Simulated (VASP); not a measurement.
Crystal: BN (cubic boron nitride).

```xyz
2
Lattice="0.0000 1.7903 1.7903 1.7903 0.0000 1.7903 1.7903 1.7903 0.0000" Properties=species:S:1:pos:R:3 pbc="T T T"
B     0.0000    0.0000    0.0000
N     0.8952    0.8952    0.8952
```

Base run:

- Program: VASP 6.6.1
- Functional: LDA
- Potentials or basis: VASP PAW LDA potentials, release 64 (B_h, N_h)
- Cutoff: 910 eV
- k mesh: 10 × 10 × 10
- Occupations: gaussian, width 0.01 eV
- Spin: no spin polarisation

Its results: band gap on the k mesh 4.38 eV, indirect (least direct gap 8.82 eV); pressure 0.5 GPa.

The run is repeated on the same cell with these changes: potentials or basis from VASP PAW LDA potentials, release 64 (B_h, N_h) to VASP PAW LDA potentials, release 64 (B, N); cutoff from 910 eV to 520 eV. What comes out?

Band gap on the k mesh 4.38 eV, indirect (least direct gap 8.82 eV); pressure 1.0 GPa.

Caveats: the cutoff is under 1.25 times the usual one of these potentials, so pressure, stress and relaxed cells hold a basis-set (Pulay) error (some runs).

A k mesh can miss the band edges.
